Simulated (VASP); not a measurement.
Ta:

```
Ta
1.0
     2.88091    0.00000    0.00000
    -1.44045    2.49494    0.00000
     0.00000    0.00000    5.13160
Ta
2
Cartesian
  0.0000 1.6633 1.2829
  1.4405 0.8316 3.8487
```

This isn't the form of Ta at room conditions, which is bcc.

Base run:

```yaml
Program: VASP 6.6.1
Functional: r2SCAN
Potentials_or_basis: VASP PAW PBE potentials, release 64 (Ta_pv)
Cutoff: 520 eV
k_mesh: 11 × 11 × 5
Occupations: fermi-dirac, width 0.05 eV
Spin: no spin polarisation
```

Its results: band gap on the k mesh zero (bands 11 and 12 overlap by 1.54 eV); pressure 0.8 GPa.

The run is repeated on the same cell with these changes: functional from r2SCAN to LDA; potentials or basis from VASP PAW PBE potentials, release 64 (Ta_pv) to VASP PAW LDA potentials, release 64 (Ta_pv). What comes out?

Band gap on the k mesh zero (bands 11 and 12 overlap by 1.60 eV); pressure -7.8 GPa.

Caveats: spin-orbit coupling is left out, which moves the levels of the heavy elements; the PAW data sets were made with another functional, which shifts forces and pressure a little (at least some runs); the cell stands under tension (at least some runs).
